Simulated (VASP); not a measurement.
Crystal: PbS.

```
Pb S
1.0
     0.00000    3.32357    3.32357
     3.32357    0.00000    3.32357
     3.32357    3.32357    0.00000
Pb S
1 1
Direct
  0.00000 0.00000 0.00000
  0.25000 0.25000 0.25000
```

```yaml
Program: VASP 6.6.1
Task: relaxation of cell and atoms
Functional: PBEsol
Potentials_or_basis: VASP PAW PBE potentials, release 64 (Pb_d, S)
Cutoff: 600 eV
k_mesh: 6 × 6 × 6
Occupations: fermi-dirac, width 0.02 eV
Spin: no spin polarisation
```

At the start: pressure -1.7 GPa; volume 36.71 Å³/atom.

Question: How do energy, volume and symmetry change on relaxing?

Answer: Over 3 steps the energy falls by 9.1 meV/atom and the volume is 35.03 Å³/atom (-4.6 %); space group F-43m (No. 216, to 0.1 Å) before and after.

The path:
```
step  energy change (eV)  largest force (eV/Å)  pressure (GPa)  volume (Å³)
   1              0.0000                0.0000           -1.66        73.42
   2             -0.0176                0.0000            0.36        69.45
   3             -0.0182                0.0000           -0.01        70.06
```

Final structure:
```
CELL_PARAMETERS angstrom
0.00000 3.27207 3.27207
3.27207 0.00000 3.27207
3.27207 3.27207 0.00000
ATOMIC_POSITIONS crystal
Pb 0.00000 0.00000 0.00000
S 0.25000 0.25000 0.25000
```

Caveat: the PAW data sets were made with another functional, which shifts forces and pressure a little.
